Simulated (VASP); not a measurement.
# MnSi (zincblende type) (R3m) in VASP: notebook

The runs below take MnSi (zincblende type) through electric field gradients, with PBE.

Everything below comes from runs of VASP 6.6.1. Logs are shortened: lines on timing, memory, paths and dates and some standing lists are left out, and cuts for length are marked.

## 1. The cell of the first run

Symmetry: R3m, No. 160, trigonal system. Conventional cell: a = 3.909 Å, b = 3.909 Å, c = 9.013 Å, α = 90.00°, β = 90.00°, γ = 120.00°. Mn (site symmetry 3m) has 4 Si at 2.25 to 2.38 Å within 3.0 Å. Si (site symmetry 3m) has 4 Mn at 2.25 to 2.38 Å within 3.0 Å.

## 2. Electric field gradients, PBE, collinear spin, ferromagnetic start (equal xy, yz and zx shear strains of -4 %)

Input file INCAR:

```
SYSTEM = MnSi
PREC = Accurate ; ENCUT = 520
EDIFF = 1E-8 ; ISMEAR = -1
SIGMA = 0.05 ; LREAL = .False.
LASPH = .True. ; NELM = 150
ALGO = Normal ; ISIF = 2
LWAVE = .False. ; LCHARG = .False.
ISPIN = 2 ; MAGMOM = 4 0
LORBIT = 11 ; LMAXMIX = 4
GGA = PE ; LEFG = .True.
NBANDS = 20
```

Input file KPOINTS:

```
regular mesh
0
Gamma
  10 10 10
  0 0 0
```

Input file POSCAR:

```
MnSi
1.0
   -0.1084087368      2.6560140516      2.6560140516
    2.6560140516     -0.1084087368      2.6560140516
    2.6560140516      2.6560140516     -0.1084087368
Mn Si
1 1
Direct
    0.0000000000      0.0000000000      0.0000000000
    0.2500000000      0.2500000000      0.2500000000
```

Potentials or basis: VASP PAW PBE potentials, release 64 (Mn_pv, Si).

The run is started by

```sh
> cat potpaw_PBE.64/Mn_pv/POTCAR potpaw_PBE.64/Si/POTCAR > POTCAR
> mpirun -np 1 vasp_std > vasp.out
```

OUTCAR:

```text
SYSTEM = MnSi
   PREC = Accurate
   ENCUT = 520
   EDIFF = 1E-8
   ISMEAR = -1
   LREAL = .False.
   LASPH = .True.
   NELM = 150
   ISIF = 2
   ISPIN = 2
   LORBIT = 11
   GGA = PE

 ion  position               nearest neighbor table
   1  0.000  0.000  0.000-   2 2.25   2 2.38   2 2.38   2 2.38
   2  0.250  0.250  0.250-   1 2.25   1 2.38   1 2.38   1 2.38

  LATTYP: Found a trigonal (rhomboedric) cell.
 ALAT       =     3.7577351874
 COS(alpha) =     0.4588014981

  Lattice vectors:

 A1 = (  -0.1084087368,   2.6560140516,   2.6560140516)
 A2 = (   2.6560140516,  -0.1084087368,   2.6560140516)
 A3 = (   2.6560140516,   2.6560140516,  -0.1084087368)

Analysis of symmetry for initial positions (statically):
=====================================================================
 Subroutine PRICEL returns:
 Original cell was already a primitive cell.

 Routine SETGRP: Setting up the symmetry group for a
 trigonal (rhombohedral) supercell.

 Subroutine GETGRP returns: Found  6 space group operations
 (whereof  6 operations were pure point group operations)
 out of a pool of 12 trial point group operations.

The static configuration has the point symmetry C_3v.

Analysis of symmetry for dynamics (positions and initial velocities):
=====================================================================
 Subroutine PRICEL returns:
 Original cell was already a primitive cell.

 Routine SETGRP: Setting up the symmetry group for a
 trigonal (rhombohedral) supercell.

 Subroutine GETGRP returns: Found  6 space group operations
 (whereof  6 operations were pure point group operations)
 out of a pool of 12 trial point group operations.

The dynamic configuration has the point symmetry C_3v.

Analysis of structural, dynamic, and magnetic symmetry:
=====================================================================
 Subroutine PRICEL returns:
 Original cell was already a primitive cell.

 Routine SETGRP: Setting up the symmetry group for a
 trigonal (rhombohedral) supercell.

 Subroutine GETGRP returns: Found  6 space group operations
 (whereof  6 operations were pure point group operations)
 out of a pool of 12 trial point group operations.

The overall configuration has the point symmetry C_3v.

 Subroutine INISYM returns: Found  6 space group operations
 (whereof  6 operations are pure point group operations),
 and found     1 'primitive' translations

----------------------------------------------------------------------------------------

                                     Primitive cell

  volume of cell :      39.7662

  direct lattice vectors                    reciprocal lattice vectors
    -0.108408737  2.656014052  2.656014052    -0.177101468  0.184637700  0.184637700
     2.656014052 -0.108408737  2.656014052     0.184637700 -0.177101468  0.184637700
     2.656014052  2.656014052 -0.108408737     0.184637700  0.184637700 -0.177101468

  length of vectors
     3.757735187  3.757735187  3.757735187     0.315510841  0.315510841  0.315510841

  position of ions in fractional coordinates (direct lattice)
     0.000000000  0.000000000  0.000000000
     0.250000000  0.250000000  0.250000000

  ion indices of the primitive-cell ions
   primitive index   ion index
                 1           1
                 2           2

----------------------------------------------------------------------------------------

 KPOINTS: regular mesh

Automatic generation of k-mesh.
 Grid dimensions read from file:
 generate k-points for:   10   10   10

 Generating k-lattice:

  Cartesian coordinates                     Fractional coordinates (reciprocal lattice)
    -0.017710147  0.018463770  0.018463770     0.100000000 -0.000000000 -0.000000000
     0.018463770 -0.017710147  0.018463770    -0.000000000  0.100000000 -0.000000000
     0.018463770  0.018463770 -0.017710147    -0.000000000 -0.000000000  0.100000000

  Length of vectors
     0.031551084  0.031551084  0.031551084

  Shift w.r.t. Gamma in fractional coordinates (k-lattice)
     0.000000000  0.000000000  0.000000000

 Subroutine IBZKPT returns following result:
 ===========================================

 Found    116 irreducible k-points:

 Following reciprocal coordinates:
            Coordinates               Weight
  0.000000  0.000000  0.000000      1.000000
  0.100000  0.000000 -0.000000      6.000000
  0.200000  0.000000 -0.000000      6.000000
  0.300000  0.000000  0.000000      6.000000
  0.400000  0.000000  0.000000      6.000000
  0.500000  0.000000 -0.000000      3.000000
[... 16 lines left out ...]
  0.300000  0.300000  0.000000      6.000000
  0.400000  0.300000  0.000000     12.000000
 [... further k-points ...]
   k-points           NKPTS =    116   k-points in BZ     NKDIM =    116   number of bands    NBANDS=     20
   number of dos      NEDOS =    301   number of ions     NIONS =      2
   total plane-waves  NPLWV =  21952
   dimension x,y,z NGX =    28 NGY =   28 NGZ =   28
   dimension x,y,z NGXF=    56 NGYF=   56 NGZF=   56
   ions per type =               1   1
   NGX,Y,Z   is equivalent  to a cutoff of  12.39, 12.39, 12.39 a.u.
   NGXF,Y,Z  is equivalent  to a cutoff of  24.77, 24.77, 24.77 a.u.
 SYSTEM =  MnSi
   PREC   = accura    normal or accurate (medium, high low for compatibility)
   ISTART =      0    job   : 0-new  1-cont  2-samecut
   ICHARG =      2    charge: 1-file 2-atom 10-const
   ISPIN  =      2    spin polarized calculation?
   LNONCOLLINEAR =      F non collinear calculations
   LSORBIT =      F    spin-orbit coupling
   LASPH  =      T    aspherical Exc in radial PAW
   ENCUT  =  520.0 eV  38.22 Ry    6.18 a.u.   6.99  6.99  6.99*2*pi/ulx,y,z
   NELM   =    150;   NELMIN=  2; NELMDL= -5     # of ELM steps
   EDIFF  = 0.1E-07   stopping-criterion for ELM
   LREAL  =      F    real-space projection
   EDIFFG = 0.1E-06   stopping-criterion for IOM
   NSW    =      0    number of steps for IOM
   IBRION =     -1    ionic relax: 0-MD 1-quasi-New 2-CG
   NFREE  =      0    steps in history (QN), initial steepest desc. (CG)
   ISIF   =      2    stress and relaxation
   ISYM   =      2    0-nonsym 1-usesym 2-fastsym
   POTIM  = 0.5000    time-step for ionic-motion
   TEBEG  =    0.0;   TEEND  =   0.0 temperature during run
   PSTRESS=    0.0 pullay stress
   NELECT =      17.0000    total number of electrons
   NUPDOWN=      -1.0000    fix difference up-down
   EMIN   =  10.00;   EMAX   =-10.00  energy-range for DOS
   EFERMI =   0.00;   METHOD = LEGACY
   ISMEAR =    -1;   SIGMA  =   0.05  broadening in eV -4-tet -1-fermi 0-gaus
   EFERMI_NEDOS =   21; number of points for ismear=-14 and -15
   IALGO  =     38    algorithm
   IMIX   =      4    mixing-type and parameters
     AMIX     =   0.40;   BMIX     =  1.00
     AMIX_MAG =   1.60;   BMIX_MAG =  1.00
  volume/ion in A,a.u.               =      19.88       134.18
  Fermi-wavevector in a.u.,A,eV,Ry     =   1.233255  2.330515 20.693354  1.520919
  Thomas-Fermi vector in A             =   2.367993
   LORBIT       =     11    0 simple, 1 ext, 2 COOP (PROOUT), +10 PAW based schemes
   GGA     = PE    functional components
   LHFCALC =     F    Hartree Fock is set to
   AEXX    =    0.0000 exact exchange contribution
   IVDW    =     0    specifies the selected vdW correction
   LEPSILON=     F    determine dielectric tensor
   LRPA    =     F    only Hartree local field effects (RPA)
 spin polarized calculation
  energy-cutoff  :      520.00
  volume of cell :       39.77
 maximum number of plane-waves:      1097
   NGX = 13   NGY = 13   NGZ = 13

 number of electron      16.9999985 magnetization       2.5724677

 Free energy of the ion-electron system (eV)
  ---------------------------------------------------
  ext. energy  EPLUGINS =         0.00000000
  ---------------------------------------------------
  free energy    TOTEN  =       -12.94311476 eV

  energy without entropy =      -12.93240474  energy(sigma->0) =      -12.93775975

 E-fermi :   4.7282     XC(G=0):  -9.9065

 val. band max:        4.7273341947   @ k =  -0.4000  -0.4000   0.3000
 cond. band min:       4.7283800119   @ k =   0.4000   0.4000   0.1000
 fundamental gap:      0.0010458173
 Fermi energy:         4.7281860573

 spin component 1

 k-point     1 :       0.0000    0.0000    0.0000
  band No.  band energies     occupation
      1     -44.4985      1.00000
      2     -44.4985      1.00000
      3     -44.4390      1.00000
      4      -4.4112      1.00000
      5       1.8959      1.00000
      6       1.8959      1.00000
[... 12 lines left out ...]
     19      17.8694      0.00000
     20      18.5892      0.00000

 k-point     2 :       0.1000    0.0000   -0.0000
  band No.  band energies     occupation
      1     -44.4989      1.00000
      2     -44.4986      1.00000
      3     -44.4392      1.00000
      4      -4.2848      1.00000
      5       1.8450      1.00000
      6       1.9220      1.00000
[... 498 lines left out ...]
 k-point    24 :       0.4000    0.3000    0.0000
  band No.  band energies     occupation
      1     -44.5013      1.00000
      2     -44.5003      1.00000
      3     -44.4422      1.00000
      4      -2.4931      1.00000
      5       1.0820      1.00000
      6       2.3384      1.00000
[... 12 lines left out ...]
     19      21.5286      0.00000
     20      22.6720      0.00000

 [... further k-points ...]

 spin component 2

 k-point     1 :       0.0000    0.0000    0.0000
  band No.  band energies     occupation
      1     -41.5414      1.00000
      2     -41.5088      1.00000
      3     -41.5088      1.00000
      4      -4.4925      1.00000
      5       3.3384      1.00000
      6       3.3384      1.00000
[... 12 lines left out ...]
     19      17.9675      0.00000
     20      18.7993      0.00000

 k-point     2 :       0.1000    0.0000   -0.0000
  band No.  band energies     occupation
      1     -41.5417      1.00000
      2     -41.5094      1.00000
      3     -41.5089      1.00000
      4      -4.3690      1.00000
      5       3.1961      1.00000
      6       3.3720      1.00000
[... 498 lines left out ...]
 k-point    24 :       0.4000    0.3000    0.0000
  band No.  band energies     occupation
      1     -41.5457      1.00000
      2     -41.5123      1.00000
      3     -41.5111      1.00000
      4      -2.6168      1.00000
      5       1.8740      1.00000
      6       3.6368      1.00000
[... 12 lines left out ...]
     19      21.6691      0.00000
     20      22.8016      0.00000

 [... further k-points ...]
[... 5 lines left out ...]
  --------------------------------------------------------------------------------------
  -------------------------------------------------------------------------------------
  Total        0.1062544      0.1062544      0.1062544      0.5008254      0.5008254      0.5008254
  in kB        4.2809769      4.2809769      4.2809769     20.1782013     20.1782013     20.1782013
  external PRESSURE =       4.2809769 kB  Pullay stress =       0.0000000 kB

 VOLUME and BASIS-vectors are now :
 -----------------------------------------------------------------------------
  energy-cutoff  :      520.00
  volume of cell :       39.77
      direct lattice vectors                 reciprocal lattice vectors
    -0.108408737  2.656014052  2.656014052    -0.177101468  0.184637700  0.184637700
     2.656014052 -0.108408737  2.656014052     0.184637700 -0.177101468  0.184637700
     2.656014052  2.656014052 -0.108408737     0.184637700  0.184637700 -0.177101468

 POSITION                                       TOTAL-FORCE (eV/Angst)
 -----------------------------------------------------------------------------------
      0.00000      0.00000      0.00000        -0.487786     -0.487786     -0.487786
      1.30090      1.30090      1.30090         0.487786      0.487786      0.487786
 -----------------------------------------------------------------------------------
    total drift:                               -0.000044     -0.000044     -0.000044

  FREE ENERGIE OF THE ION-ELECTRON SYSTEM (eV)
  ---------------------------------------------------
  free  energy   TOTEN  =       -12.9431147580 eV

  energy  without entropy=      -12.9324047404  energy(sigma->0) =      -12.93775975

 Electric field gradients (V/A^2)
---------------------------------------------------------------------
 ion       V_xx      V_yy      V_zz      V_xy      V_xz      V_yz
---------------------------------------------------------------------
   1      -0.000    -0.000    -0.000    -5.141    -5.141    -5.141
   2       0.000     0.000     0.000    -3.376    -3.376    -3.376
---------------------------------------------------------------------

 Electric field gradients after diagonalization (V/A^2)
 (convention: |V_zz| > |V_xx| > |V_yy|)
----------------------------------------------------------------------
 ion       V_xx      V_yy      V_zz     asymmetry (V_yy - V_xx)/ V_zz
----------------------------------------------------------------------
   1       5.141     5.141   -10.281       0.000
   2       3.376     3.376    -6.751       0.000
----------------------------------------------------------------------

           NMR quadrupolar parameters

 Cq : quadrupolar parameter    Cq=e*Q*V_zz/h
 eta: asymmetry parameters     (V_yy - V_xx)/ V_zz
 Q  : nuclear electric quadrupole moment in mb (millibarn)
----------------------------------------------------------------------
 ion       Cq(MHz)       eta       Q (mb)
----------------------------------------------------------------------
   1      -0.025       0.000       1.000
   2      -0.016       0.000       1.000
----------------------------------------------------------------------

 total charge

# of ion       s       p       d       tot
------------------------------------------
    1        0.366   6.215   5.114  11.695
    2        0.822   0.892   0.000   1.714
--------------------------------------------------
tot          1.188   7.107   5.114  13.410

 magnetization (x)

# of ion       s       p       d       tot
------------------------------------------
    1        0.048  -0.011   2.776   2.814
    2       -0.026  -0.189   0.000  -0.216
--------------------------------------------------
tot          0.022  -0.200   2.776   2.598
```

Wall time 3.6 min (1 thread of Intel Xeon Platinum 8375C at 2.90GHz (Ice Lake), shared host); peak memory 0.27 GiB.

What came out:

```
Free energy                                           : -12.9431 eV
Pressure                                              : 0.4 GPa
Largest force                                         : 0.845 eV/Å
Net moment                                            : 2.57 μB per cell
Site moments                                          : Mn +2.81; Si -0.22 μB
Valence electrons inside the program's atomic spheres : Mn 11.70; Si 1.71
```

Forces on the atoms (eV/Å):
```
Mn  -0.488 -0.488 -0.488
Si   0.488  0.488  0.488
```

Electric field gradients, principal values (V/Å²):
```tsv
atom	least	middle	greatest (by size)
1 Mn	5.141	5.141	-10.281
2 Si	3.376	3.376	-6.751
```

Caveat: the cell differs from its parent crystal (equal xy, yz and zx shear strains of -4 %); without QUAD_EFG the Cq values of the log hold for a quadrupole moment of 1 mb, not for the nuclei.

## 3. Electric field gradients, PBE, collinear spin, ferromagnetic start (equal xy, yz and zx shear strains of -4 %)

Input file INCAR:

```
PREC = Accurate
ENCUT = 520
EDIFF = 1E-8
ISMEAR = -1
SIGMA = 0.05
LREAL = False
LASPH = True
NELM = 150
ALGO = Normal
ISIF = 2
LWAVE = False
LCHARG = False
ISPIN = 2
MAGMOM = 4 0
LORBIT = 11
LMAXMIX = 4
GGA = PE
LEFG = True
NBANDS = 20
```

Input file KPOINTS:

```
regular mesh
0
Gamma
  10 10 10
```

POSCAR is that of step 2.

Potentials or basis: VASP PAW PBE potentials, release 64 (Mn_pv, Si).

The run is started by

```sh
> cat potpaw_PBE.64/Mn_pv/POTCAR potpaw_PBE.64/Si/POTCAR > POTCAR
> mpirun -np 1 vasp_std > vasp.out
```

OUTCAR:

```text
PREC = Accurate
   ENCUT = 520
   EDIFF = 1E-8
   ISMEAR = -1
   LREAL = False
   LASPH = True
   NELM = 150
   ISIF = 2
   ISPIN = 2
   LORBIT = 11
   GGA = PE

 ion  position               nearest neighbor table
   1  0.000  0.000  0.000-   2 2.25   2 2.38   2 2.38   2 2.38
   2  0.250  0.250  0.250-   1 2.25   1 2.38   1 2.38   1 2.38

  LATTYP: Found a trigonal (rhomboedric) cell.
 ALAT       =     3.7577351874
 COS(alpha) =     0.4588014981

  Lattice vectors:
[... 1348 lines left out ...]
   2       0.000     0.000    -0.000    -3.376    -3.376    -3.376
---------------------------------------------------------------------

 Electric field gradients after diagonalization (V/A^2)
 (convention: |V_zz| > |V_xx| > |V_yy|)
----------------------------------------------------------------------
 ion       V_xx      V_yy      V_zz     asymmetry (V_yy - V_xx)/ V_zz
----------------------------------------------------------------------
   1       5.141     5.141   -10.281       0.000
   2       3.376     3.376    -6.751       0.000
----------------------------------------------------------------------

           NMR quadrupolar parameters

 Cq : quadrupolar parameter    Cq=e*Q*V_zz/h
 eta: asymmetry parameters     (V_yy - V_xx)/ V_zz
 Q  : nuclear electric quadrupole moment in mb (millibarn)
----------------------------------------------------------------------
 ion       Cq(MHz)       eta       Q (mb)
----------------------------------------------------------------------
   1      -0.025       0.000       1.000
   2      -0.016       0.000       1.000
----------------------------------------------------------------------

 total charge

# of ion       s       p       d       tot
------------------------------------------
    1        0.366   6.215   5.114  11.695
    2        0.822   0.892   0.000   1.714
--------------------------------------------------
tot          1.188   7.107   5.114  13.410

 magnetization (x)

# of ion       s       p       d       tot
------------------------------------------
    1        0.048  -0.011   2.776   2.814
    2       -0.026  -0.189   0.000  -0.216
--------------------------------------------------
tot          0.022  -0.200   2.776   2.598
```

stdout:

```text
POSCAR found type information on POSCAR MnSi
 POSCAR found :  2 types and       2 ions
 scaLAPACK will be used
 LDA part: xc-table for (Slater+PW92), standard interpolation
 POSCAR, INCAR and KPOINTS ok, starting setup
 FFT: planning ... GRIDC
 FFT: planning ... GRID_SOFT
 FFT: planning ... GRID
 WAVECAR not read
 entering main loop
ion   1

ion   2
```

Wall time 2 min (1 thread of AMD EPYC 9R45 (Zen 5), shared host); peak memory 0.24 GiB.

Results:

```yaml
Free_energy: -12.9431 eV
Pressure: 0.4 GPa
Largest_force: 0.845 eV/Å
Net_moment: 2.57 μB per cell
Site_moments: Mn +2.81; Si -0.22 μB
Valence_electrons_inside_the_program's_atomic_spheres: Mn 11.70; Si 1.71
```

Forces on the atoms (eV/Å):
```
Mn  -0.488 -0.488 -0.488
Si   0.488  0.488  0.488
```

Stress tensor (GPa, compression positive):
```
0.43 2.02 2.02
2.02 0.43 2.02
2.02 2.02 0.43
```

Levels at points of the mesh, in eV from the Fermi level:
Spin up:
```tsv
k point	band 7	band 8	band 9	band 10	band 11	band 12	band 13	band 14
(0.00, 0.00, 0.00)	-2.71	-1.98	-1.98	5.19	5.19	5.59	6.65	6.65
(0.50, 0.00, 0.00)	-2.59	-1.79	-1.73	-1.22	3.27	3.53	6.61	7.69
(0.50, 0.50, 0.00)	-1.92	-1.81	-1.67	-0.98	0.37	1.06	5.01	5.76
(0.50, 0.50, 0.50)	-2.69	-1.70	-1.70	-1.13	2.85	2.85	6.06	7.46
```
Spin down:
```csv
k point,band 3,band 4,band 5,band 6,band 7,band 8,band 9,band 10,band 11,band 12
"(0.00, 0.00, 0.00)",-46.24,-9.22,-1.39,-1.39,-1.27,0.90,0.90,5.84,5.84,6.09
"(0.50, 0.00, 0.00)",-46.24,-7.36,-3.66,-1.12,-1.01,0.86,0.94,1.06,3.81,4.09
"(0.50, 0.50, 0.00)",-46.24,-6.56,-3.45,-0.67,-0.54,-0.34,1.19,1.34,1.45,1.79
"(0.50, 0.50, 0.50)",-46.24,-7.05,-3.45,-1.08,-1.08,0.80,1.02,1.02,3.48,3.48
```

Electric field gradients, principal values (V/Å²):
| atom | least | middle | greatest (by size) |
| --- | --- | --- | --- |
| 1 Mn | 5.141 | 5.141 | -10.281 |
| 2 Si | 3.376 | 3.376 | -6.751 |

Caveat: the cell differs from its parent crystal (equal xy, yz and zx shear strains of -4 %); without QUAD_EFG the Cq values of the log hold for a quadrupole moment of 1 mb, not for the nuclei.
